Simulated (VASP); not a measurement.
A run of VASP 6.6.1:

The input INCAR:

```
PREC     = Accurate       # precision mode
ENCUT    = 520            # plane-wave cutoff, eV
EDIFF    = 1E-8           # SCF threshold, eV
ISMEAR   = -1             # smearing method
SIGMA    = 0.05           # smearing width, eV
LREAL    = F              # projectors in reciprocal space
LASPH    = T              # aspherical terms in the spheres
NELM     = 80             # most SCF steps
ALGO     = Normal         # electronic algorithm
ISIF     = 2              # what is computed and relaxed
LWAVE    = F              # write WAVECAR
LCHARG   = F              # write CHGCAR
GGA      = CA             # functional
LEFG     = T            
NBANDS   = 10             # bands
```

The input KPOINTS:

```
regular mesh
0
Gamma
  10 10 10
```

POSCAR

```
K
1.0
   -2.6975585167      2.6975585167      2.6975585167
    2.6975585167     -2.6975585167      2.6975585167
    2.6975585167      2.6975585167     -2.6975585167
K
1
Direct
    0.0000000000      0.0000000000      0.0000000000
```

Potentials or basis: VASP PAW LDA potentials, release 64 (K_sv).

The run is started by

```console
$ cat potpaw_LDA.64/K_sv/POTCAR > POTCAR
$ mpirun -np 1 vasp_std > vasp.out
```

Hardware: 1 thread of AMD EPYC 9R14 (Zen 4), with other jobs on the host.

Question: How long does it take, and how much memory?

Answer: It took 21 s on 1 thread of AMD EPYC 9R14 (Zen 4) (shared host), peak memory 0.15 GiB. Counts: scf iterations 12, k points 47.
